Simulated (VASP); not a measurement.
A run of VASP 6.6.1 is set up as follows.

INCAR

```
PREC = Accurate
ENCUT = 520
EDIFF = 1E-6
ISMEAR = 0
SIGMA = 0.15
LREAL = F
LASPH = T
NELM = 80
ALGO = Normal
ISIF = 2
LWAVE = F
LCHARG = T
GGA = PS
LELF = T
LVHAR = T
NBANDS = 38
```

The input KPOINTS:

```
Automatic mesh
0
Gamma
  12 12 6
```

Contents of POSCAR:

```
TaSi2
1.0
    4.8798810202      0.0000000000      0.0000000000
   -2.4399405101      4.2261009310      0.0000000000
    0.0000000000      0.0000000000      6.5557841497
Ta Si
3 6
Direct
    0.5000000000      0.0000000000      0.5000000000
    0.5000000000      0.5000000000      0.8333333333
    0.0000000000      0.5000000000      0.1666666667
    0.1592675430      0.3185350860      0.5000000000
    0.8407324570      0.1592675430      0.8333333333
    0.6814649140      0.8407324570      0.1666666667
    0.8407324570      0.6814649140      0.5000000000
    0.1592675430      0.8407324570      0.8333333333
    0.3185350860      0.1592675430      0.1666666667
```

Potentials or basis: VASP PAW PBE potentials, release 64 (Ta_pv, Si).

Launch:

```sh
$ cat potpaw_PBE.64/Ta_pv/POTCAR potpaw_PBE.64/Si/POTCAR > POTCAR
$ mpirun -np 1 vasp_std > vasp.out
```

**Question.** Predict the band gap on the k mesh.

**Answer.** Zero (an odd number of electrons rules out a gap without spin polarisation).

**Question.** Estimate the largest force.

**Answer.** 0.052 eV/Å.

**Question.** What does it give for the pressure?

**Answer.** -7.8 GPa.

Forces in eV/Å, atoms in the order of the input:
```
Ta   0.000  0.000  0.000
Ta   0.000  0.000  0.000
Ta   0.000  0.000  0.000
Si   0.000 -0.052  0.000
Si   0.045 -0.026  0.000
Si   0.045  0.026  0.000
Si   0.000  0.052  0.000
Si  -0.045  0.026  0.000
Si  -0.045 -0.026  0.000
```

Caveat: the cell differs from its parent crystal (strain +0.025 along x and y, +0.000 along z); the stress differs along the axes, from -10 to -4 GPa; the PAW data sets were made with another functional, which shifts forces and pressure a little; spin-orbit coupling is left out, which moves the levels of the heavy elements.
